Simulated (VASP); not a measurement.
The system is HfO2.

```
Hf O
1.0
     5.01352    0.00000    0.00000
     0.00000    5.07984    0.00000
    -0.84113    0.00000    5.10743
Hf O
4 8
Direct
  0.27550 0.46030 0.70800
  0.72450 0.96030 0.79200
  0.72450 0.53970 0.29200
  0.27550 0.03970 0.20800
  0.07420 0.16840 0.84670
  0.92580 0.66840 0.65330
  0.92580 0.83160 0.15330
  0.07420 0.33160 0.34670
  0.44870 0.74190 0.98010
  0.55130 0.24190 0.51990
  0.55130 0.25810 0.01990
  0.44870 0.75810 0.48010
```

Base run:

```yaml
Program: VASP 6.6.1
Functional: PBEsol
Potentials_or_basis: VASP PAW PBE potentials, release 64 (Hf_pv, O)
Cutoff: 520 eV
k_mesh: 5 × 5 × 5
Occupations: fermi-dirac, width 0.05 eV
Spin: no spin polarisation
```

Its results: band gap on the k mesh 4.27 eV (least direct gap 4.32 eV); pressure 12.2 GPa; largest force 0.619 eV/Å.

Problem. The run is repeated on the same cell with these changes: functional from PBEsol to r2SCAN; further incar settings from ALGO = Normal; EDIFF = 1e-06; NBANDS = 56 to ALGO = Normal; EDIFF = 1e-07; NBANDS = 56. What comes out?

Solution. Band gap on the k mesh 4.90 eV (least direct gap 4.95 eV); pressure 14.5 GPa; largest force 0.636 eV/Å.

Caveats: the cell stands under pressure; the PAW data sets were made with another functional, which shifts forces and pressure a little; spin-orbit coupling is left out, which moves the levels of the heavy elements; an odd mesh through Γ misses points on the zone boundary, where band edges can lie.
